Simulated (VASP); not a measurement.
# PrBi3H (P6/mmm) in VASP: single point with PBE

Aim: the single point of PrBi3H with PBE.

Everything below comes from runs of VASP 6.6.1. Logs are shortened: lines on timing, memory, paths and dates and some standing lists are left out, and cuts for length are marked.

## 1. The cell of the first run

The structure is hexagonal, space group P6/mmm (No. 191). Conventional cell: a = 5.024 Å, b = 5.024 Å, c = 7.344 Å, α = 90.00°, β = 90.00°, γ = 120.00°. Pr (site symmetry 6/mmm) has 6 Bi at 2.51 Å within 3.3 Å. Within 3.3 Å of Bi (site symmetry mmm) lie 4 Bi at 2.51 Å and 2 Pr at 2.51 Å. Within 4.8 Å of H (site symmetry 6/mmm) lie 2 Pr at 3.67 Å and 12 Bi at 4.45 Å.

## 2. Single point, PBE

Input file INCAR:

```
PREC     = Accurate       # precision mode
ENCUT    = 520            # plane-wave cutoff, eV
EDIFF    = 1E-7           # SCF threshold, eV
ISMEAR   = 0              # smearing method
SIGMA    = 0.1            # smearing width, eV
LREAL    = F              # projectors in reciprocal space
LASPH    = T              # aspherical terms in the spheres
NELM     = 60             # most SCF steps
ALGO     = Normal         # electronic algorithm
ISIF     = 2              # what is computed and relaxed
LWAVE    = F              # write WAVECAR
LCHARG   = F              # write CHGCAR
GGA      = PE             # functional
NBANDS   = 38             # bands
```

Input file KPOINTS:

```
Automatic mesh
0
Gamma
  6 6 4
```

Input file POSCAR:

```
PrBi3H
1.0
    5.0240661700      0.0000000000      0.0000000000
   -2.5120330900      4.3509689300      0.0000000000
    0.0000000000      0.0000000000      7.3437825700
Pr Bi H
1 3 1
Direct
    0.0000000000      0.0000000000      0.5000000000
    0.5000000000      0.0000000000      0.5000000000
    0.0000000000      0.5000000000      0.5000000000
    0.5000000000      0.5000000000      0.5000000000
    0.0000000000      0.0000000000      0.0000000000
```

Potentials or basis: VASP PAW PBE potentials, release 64 (Pr, Bi_d, H).

Started as:

```
> cat potpaw_PBE.64/Pr/POTCAR potpaw_PBE.64/Bi_d/POTCAR potpaw_PBE.64/H/POTCAR > POTCAR
> mpirun -np 1 vasp_std > vasp.out
```

OUTCAR:

```text
PREC = Accurate
   ENCUT = 520
   EDIFF = 1E-7
   ISMEAR = 0
   LREAL = F
   LASPH = T
   NELM = 60
   ISIF = 2
   GGA = PE

 ion  position               nearest neighbor table
   1  0.000  0.000  0.500-   4 2.51   4 2.51   3 2.51   3 2.51   2 2.51   2 2.51
   2  0.500  0.000  0.500-   3 2.51   3 2.51   4 2.51   4 2.51   1 2.51   1 2.51
   3  0.000  0.500  0.500-   2 2.51   2 2.51   1 2.51   1 2.51   4 2.51   4 2.51
   4  0.500  0.500  0.500-   1 2.51   1 2.51   2 2.51   2 2.51   3 2.51   3 2.51
   5  0.000  0.000  0.000-

  LATTYP: Found a hexagonal cell.
 ALAT       =     5.0240661700
 C/A-ratio  =     1.4617209092

  Lattice vectors:

 A1 = (   5.0240661700,   0.0000000000,   0.0000000000)
 A2 = (  -2.5120330900,   4.3509689300,   0.0000000000)
 A3 = (   0.0000000000,   0.0000000000,   7.3437825700)

Analysis of symmetry for initial positions (statically):
=====================================================================
 Subroutine PRICEL returns:
 Original cell was already a primitive cell.

 Routine SETGRP: Setting up the symmetry group for a
 hexagonal supercell.

 Subroutine GETGRP returns: Found 24 space group operations
 (whereof 24 operations were pure point group operations)
 out of a pool of 24 trial point group operations.

The static configuration has the point symmetry D_6h.

Analysis of symmetry for dynamics (positions and initial velocities):
=====================================================================
 Subroutine PRICEL returns:
 Original cell was already a primitive cell.

 Routine SETGRP: Setting up the symmetry group for a
 hexagonal supercell.

 Subroutine GETGRP returns: Found 24 space group operations
 (whereof 24 operations were pure point group operations)
 out of a pool of 24 trial point group operations.

The dynamic configuration has the point symmetry D_6h.

 Subroutine INISYM returns: Found 24 space group operations
 (whereof 24 operations are pure point group operations),
 and found     1 'primitive' translations

----------------------------------------------------------------------------------------

                                     Primitive cell

  volume of cell :     160.5318

  direct lattice vectors                    reciprocal lattice vectors
     5.024066170  0.000000000  0.000000000     0.199041964  0.114916932  0.000000000
    -2.512033090  4.350968930  0.000000000     0.000000000  0.229833864  0.000000000
     0.000000000  0.000000000  7.343782570     0.000000000  0.000000000  0.136169609

  length of vectors
     5.024066170  5.024066169  7.343782570     0.229833864  0.229833864  0.136169609

  position of ions in fractional coordinates (direct lattice)
     0.000000000  0.000000000  0.500000000
     0.500000000  0.000000000  0.500000000
     0.000000000  0.500000000  0.500000000
     0.500000000  0.500000000  0.500000000
     0.000000000  0.000000000  0.000000000

  ion indices of the primitive-cell ions
   primitive index   ion index
                 1           1
                 2           2
                 3           3
                 4           4
                 5           5

----------------------------------------------------------------------------------------

 KPOINTS: Automatic mesh

Automatic generation of k-mesh.
 Grid dimensions read from file:
 generate k-points for:    6    6    4

 Generating k-lattice:

  Cartesian coordinates                     Fractional coordinates (reciprocal lattice)
     0.033173661  0.019152822  0.000000000     0.166666667  0.000000000  0.000000000
     0.000000000  0.038305644  0.000000000     0.000000000  0.166666667  0.000000000
     0.000000000  0.000000000  0.034042402     0.000000000  0.000000000  0.250000000

  Length of vectors
     0.038305644  0.038305644  0.034042402

  Shift w.r.t. Gamma in fractional coordinates (k-lattice)
     0.000000000  0.000000000  0.000000000

 Subroutine IBZKPT returns following result:
 ===========================================

 Found     21 irreducible k-points:

 Following reciprocal coordinates:
            Coordinates               Weight
  0.000000  0.000000  0.000000      1.000000
  0.166667  0.000000  0.000000      6.000000
  0.333333  0.000000  0.000000      6.000000
  0.500000  0.000000  0.000000      3.000000
  0.166667  0.166667  0.000000      6.000000
  0.333333  0.166667  0.000000     12.000000
[... 13 lines left out ...]
  0.333333  0.166667  0.500000     12.000000
  0.333333  0.333333  0.500000      2.000000
   k-points           NKPTS =     21   k-points in BZ     NKDIM =     21   number of bands    NBANDS=     38
   number of dos      NEDOS =    301   number of ions     NIONS =      5
   total plane-waves  NPLWV =  89600
   dimension x,y,z NGX =    40 NGY =   40 NGZ =   56
   dimension x,y,z NGXF=    80 NGYF=   80 NGZF=  112
   ions per type =               1   3   1
   NGX,Y,Z   is equivalent  to a cutoff of  13.24, 13.24, 12.68 a.u.
   NGXF,Y,Z  is equivalent  to a cutoff of  26.47, 26.47, 25.35 a.u.
 SYSTEM =  unknown system
   PREC   = accura    normal or accurate (medium, high low for compatibility)
   ISTART =      0    job   : 0-new  1-cont  2-samecut
   ICHARG =      2    charge: 1-file 2-atom 10-const
   ISPIN  =      1    spin polarized calculation?
   LNONCOLLINEAR =      F non collinear calculations
   LSORBIT =      F    spin-orbit coupling
   LASPH  =      T    aspherical Exc in radial PAW
   ENCUT  =  520.0 eV  38.22 Ry    6.18 a.u.   9.34  9.34 13.65*2*pi/ulx,y,z
   NELM   =     60;   NELMIN=  2; NELMDL= -5     # of ELM steps
   EDIFF  = 0.1E-06   stopping-criterion for ELM
   LREAL  =      F    real-space projection
   EDIFFG = 0.1E-05   stopping-criterion for IOM
   NSW    =      0    number of steps for IOM
   IBRION =     -1    ionic relax: 0-MD 1-quasi-New 2-CG
   NFREE  =      0    steps in history (QN), initial steepest desc. (CG)
   ISIF   =      2    stress and relaxation
   ISYM   =      2    0-nonsym 1-usesym 2-fastsym
   POTIM  = 0.5000    time-step for ionic-motion
   TEBEG  =    0.0;   TEEND  =   0.0 temperature during run
   PSTRESS=    0.0 pullay stress
   NELECT =      59.0000    total number of electrons
   NUPDOWN=      -1.0000    fix difference up-down
   EMIN   =  10.00;   EMAX   =-10.00  energy-range for DOS
   EFERMI =   0.00;   METHOD = LEGACY
   ISMEAR =     0;   SIGMA  =   0.10  broadening in eV -4-tet -1-fermi 0-gaus
   EFERMI_NEDOS =   21; number of points for ismear=-14 and -15
   IALGO  =     38    algorithm
   IMIX   =      4    mixing-type and parameters
     AMIX     =   0.40;   BMIX     =  1.00
     AMIX_MAG =   1.60;   BMIX_MAG =  1.00
  volume/ion in A,a.u.               =      32.11       216.66
  Fermi-wavevector in a.u.,A,eV,Ry     =   1.172659  2.216004 18.709772  1.375129
  Thomas-Fermi vector in A             =   2.309084
   LORBIT       =      0    0 simple, 1 ext, 2 COOP (PROOUT), +10 PAW based schemes
   GGA     = PE    functional components
   LHFCALC =     F    Hartree Fock is set to
   AEXX    =    0.0000 exact exchange contribution
   IVDW    =     0    specifies the selected vdW correction
   LEPSILON=     F    determine dielectric tensor
   LRPA    =     F    only Hartree local field effects (RPA)
 non-spin polarized calculation
 Gauss-broadening in eV      SIGMA  =   0.10
  energy-cutoff  :      520.00
  volume of cell :      160.53
 maximum number of plane-waves:      4360
 NGX is ok and might be reduce to    40
   NGX = 19   NGY = 19   NGZ = 27

 number of electron      58.9999993 magnetization

 Free energy of the ion-electron system (eV)
  ---------------------------------------------------
  ext. energy  EPLUGINS =         0.00000000
  ---------------------------------------------------
  free energy    TOTEN  =         2.80543867 eV

  energy without entropy =        2.83729146  energy(sigma->0) =        2.82136507

 E-fermi :   4.1794     XC(G=0):  -7.8915

 val. band max:        4.1365631136   @ k =   0.5000   0.0000   0.5000
 cond. band min:       4.1839542924   @ k =   0.3333   0.3333   0.0000
 fundamental gap:      0.0473911788
 Fermi energy:         4.1794399756

 k-point     1 :       0.0000    0.0000    0.0000
  band No.  band energies     occupation
      1     -31.8437      2.00000
      2     -21.7729      2.00000
      3     -21.2230      2.00000
      4     -21.2230      2.00000
      5     -20.3592      2.00000
      6     -19.8111      2.00000
[... 30 lines left out ...]
     37       6.4211      0.00000
     38       6.6958      0.00000

 k-point     2 :       0.1667    0.0000    0.0000
  band No.  band energies     occupation
      1     -31.8096      2.00000
      2     -21.6387      2.00000
      3     -21.1947      2.00000
      4     -21.0726      2.00000
      5     -20.2975      2.00000
      6     -19.9868      2.00000
[... 30 lines left out ...]
     37       6.8380      0.00000
     38       6.9649      0.00000

 k-point     3 :       0.3333    0.0000    0.0000
  band No.  band energies     occupation
      1     -31.7396      2.00000
      2     -21.3828      2.00000
      3     -21.1417      2.00000
      4     -20.6541      2.00000
      5     -20.3483      2.00000
      6     -20.1539      2.00000
[... 30 lines left out ...]
     37       6.9183      0.00000
     38       7.7233      0.00000

 k-point     4 :       0.5000    0.0000    0.0000
  band No.  band energies     occupation
      1     -31.7037      2.00000
      2     -21.3056      2.00000
      3     -21.1616      2.00000
      4     -20.1215      2.00000
      5     -20.0938      2.00000
      6     -20.0925      2.00000
[... 30 lines left out ...]
     37       7.0108      0.00000
     38       7.4789      0.00000
[... 580 lines left out ...]
      4     -20.8740      2.00000
      5     -20.1877      2.00000
      6     -20.1733      2.00000
[... 30 lines left out ...]
     37       5.6867      0.00000
     38       7.1899      0.00000

 k-point    20 :       0.3333    0.1667    0.5000
  band No.  band energies     occupation
      1     -31.7038      2.00000
      2     -21.1659      2.00000
      3     -21.0719      2.00000
      4     -20.6311      2.00000
      5     -20.3838      2.00000
      6     -20.0402      2.00000
[... 30 lines left out ...]
     37       5.8783      0.00000
     38       7.4319      0.00000

 k-point    21 :       0.3333    0.3333    0.5000
  band No.  band energies     occupation
      1     -31.6857      2.00000
      2     -20.8406      2.00000
      3     -20.8237      2.00000
      4     -20.8237      2.00000
      5     -20.5514      2.00000
      6     -20.5514      2.00000
[... 30 lines left out ...]
     37       6.2686      0.00000
     38       6.2686      0.00000

------------------------ aborting loop because EDIFF is reached ----------------------------------------

  FORCE on cell =-STRESS in cart. coord.  units (eV):
  Direction    XX          YY          ZZ          XY          YZ          ZX
  --------------------------------------------------------------------------------------
  -------------------------------------------------------------------------------------
  Total      107.8739162    107.8739160     -5.5147225     -0.0000001     -0.0000000     -0.0000000
  in kB     1076.6285321   1076.6285304    -55.0393252     -0.0000012     -0.0000000     -0.0000000
  external PRESSURE =     699.4059124 kB  Pullay stress =       0.0000000 kB

 VOLUME and BASIS-vectors are now :
 -----------------------------------------------------------------------------
  energy-cutoff  :      520.00
  volume of cell :      160.53
      direct lattice vectors                 reciprocal lattice vectors
     5.024066170  0.000000000  0.000000000     0.199041964  0.114916932  0.000000000
    -2.512033090  4.350968930  0.000000000     0.000000000  0.229833864  0.000000000
     0.000000000  0.000000000  7.343782570     0.000000000  0.000000000  0.136169609

 POSITION                                       TOTAL-FORCE (eV/Angst)
 -----------------------------------------------------------------------------------
      0.00000      0.00000      3.67189         0.000000      0.000000      0.000000
      2.51203      0.00000      3.67189         0.000000      0.000000      0.000000
     -1.25602      2.17548      3.67189         0.000000      0.000000      0.000000
      1.25602      2.17548      3.67189        -0.000000      0.000000      0.000000
      0.00000      0.00000      0.00000         0.000000      0.000000      0.000000
 -----------------------------------------------------------------------------------
    total drift:                               -0.000000      0.000000     -0.000000

  FREE ENERGIE OF THE ION-ELECTRON SYSTEM (eV)
  ---------------------------------------------------
  free  energy   TOTEN  =         2.8054386748 eV

  energy  without entropy=        2.8372914633  energy(sigma->0) =        2.82136507
```

It took 5.6 min on 1 thread of Intel Xeon Platinum 8259CL at 2.50GHz (Skylake/Cascade Lake), shared host; peak memory 0.37 GiB.

Results:

| Item | Value |
| --- | --- |
| Free energy | 2.8054 eV |
| Pressure | 69.9 GPa |

Levels at points of the mesh, in eV from the Fermi level:
| k point | band 27 | band 28 | band 29 | band 30 | band 31 | band 32 |
| --- | --- | --- | --- | --- | --- | --- |
| (0.00, 0.00, 0.00) | -0.78 | -0.41 | -0.41 | 0.01 | 0.40 | 0.58 |
| (0.50, 0.00, 0.00) | -0.95 | -0.39 | 0.11 | 0.36 | 0.38 | 0.45 |
| (0.00, 0.00, 0.50) | -0.41 | -0.41 | -0.29 | 0.01 | 0.58 | 0.58 |
| (0.50, 0.00, 0.50) | -0.96 | -0.04 | 0.11 | 0.36 | 0.43 | 0.46 |

Caveat: spin-orbit coupling is left out, which moves the levels of the heavy elements; without U or exact exchange the open f shell lies at the Fermi level, which spoils levels, moments and volumes. Spin polarisation is off, so any magnetic state and its effect on volume and gap are missing.
